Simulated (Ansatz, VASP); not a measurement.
## One calculation of SiC, two programs

Contents of INCAR:

```
SYSTEM = SiC
  ALGO = Normal
  EDIFF = 1E-7
  EDIFFG = -0.02
  ENCUT = 600
  GGA = PS
  GGA_COMPAT = .FALSE.
  IBRION = 2
  ISIF = 3
  ISMEAR = -1
  LASPH = .TRUE.
  LCHARG = .FALSE.
  LREAL = .FALSE.
  LWAVE = .FALSE.
  NELM = 120
  NELMIN = 4
  NSW = 80
  PREC = Accurate
  SIGMA = 0.05
```

The input KPOINTS:

```
k-points
0
G
  10 10 10
  0 0 0
```

The input POSCAR:

```
SiC
1.0
    0.0000000000      2.1790000000      2.1790000000
    2.1790000000      0.0000000000      2.1790000000
    2.1790000000      2.1790000000      0.0000000000
Si C
1 1
Direct
    0.0000000000      0.0000000000      0.0000000000
    0.7500000000      0.7500000000      0.7500000000
```

File input.yaml:

```yaml
crystal:
  lattice:
    - [0.0, 2.179, 2.179]
    - [2.179, 0.0, 2.179]
    - [2.179, 2.179, 0.0]
  atoms:
    - { symbol: Si, position: [0.0, 0.0, 0.0] }
    - { symbol: C, position: [0.75, 0.75, 0.75] }
kpoints:
  mp_grid: { grid: [10, 10, 10] }
scf:
  occupations: { method: fermi_dirac, width: 0.05 }
hamiltonian:
  xc: pbesol
  pseudopotentials: { kind: all_electron, lapw: { basis_error: 0.001 } }
output:
  forces: true
  stress: true
relax:
  f_tol: 0.02
  max_steps: 60
  cell: {}
```

Alike in both runs: task relaxation of cell and atoms; functional PBEsol; k mesh 10 × 10 × 10; occupations fermi-dirac, width 0.05 eV; no spin polarisation.

|  | VASP | Ansatz |
| --- | --- | --- |
| version | VASP 6.6.1 | Ansatz 0.2.0 |
| potentials or method | VASP PAW PBE potentials, release 64 (Si, C), cutoff 600 eV | all-electron LAPW, scalar-relativistic |

```csv
,VASP,Ansatz,Ansatz less VASP
relaxed volume (Å³/atom),10.35,10.34,-0.011
relaxed cell length with the largest relative difference (Å),3.082,3.081,-0.0011
```

VASP's potentials were made for PBE, not for PBEsol. Ansatz ran all-electron here, and VASP with PAW potentials.

Noted on VASP's run: the relaxation stopped at its first step, so nothing moved.
